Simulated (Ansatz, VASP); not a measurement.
# Two plane-wave programs on BaS

```
CELL_PARAMETERS angstrom
0.00000 3.21180 3.21180
3.21180 0.00000 3.21180
3.21180 3.21180 0.00000
ATOMIC_POSITIONS crystal
Ba 0.00000 0.00000 0.00000
S 0.50000 0.50000 0.50000
```

Alike in both runs: task single point; functional PBE; k mesh 6 × 6 × 6; no spin polarisation.

|  | VASP | Ansatz |
| --- | --- | --- |
| version | VASP 6.6.1 | Ansatz 0.2.0 |
| potentials or method | VASP PAW PBE potentials, release 64 (Ba_sv, S) | plane waves, PAW |
| plane-wave cutoff (eV) | 520 | 420 |
| occupations | gaussian, width 0.01 eV | fixed |
| valence electrons in the cell | 16 | 16 |

```tsv
	VASP	Ansatz	Ansatz less VASP
gap on the k mesh at the Fermi level (eV)	2.13	2.23	+0.095
```

Spin-orbit coupling is off throughout.
